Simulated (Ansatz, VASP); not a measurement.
## Two plane-wave programs on KF

```
CELL_PARAMETERS angstrom
3.29154 0.00000 0.00000
0.00000 3.25895 0.00000
0.00000 0.00000 3.25895
ATOMIC_POSITIONS crystal
K 0.00000 0.00000 0.00000
F 0.50000 0.50000 0.50000
```

Change from the starting cell: strain +0.0100 x Voigt [1, 0, 0, 0, 0, 0], atoms carried along.

Alike in both runs: task single point; functional PBE; k mesh 8 × 8 × 8; occupations gaussian, width 0.05 eV; no spin polarisation.

```csv
,VASP,Ansatz
version,VASP 6.6.1,Ansatz 0.2.0
potentials or method,"VASP PAW PBE potentials, release 64 (K_sv, F), cutoff 520 eV","scalar-relativistic, plane waves, PAW"
valence electrons in the cell,16,16
```

|  | VASP | Ansatz | Ansatz less VASP |
| --- | --- | --- | --- |
| gap on the k mesh at the Fermi level (eV) | 6.18 | 6.19 | +0.017 |
| least direct gap on the mesh (eV) | 6.23 | 6.25 | +0.016 |
| pressure (GPa) | -0.3 | -0.3 | +0.01 |
| traceless stress, the component that is largest in VASP (GPa) | -0.56 | -0.56 | +0.001 |

With one functional, cell and mesh, what is left measures potentials, basis and numerics.
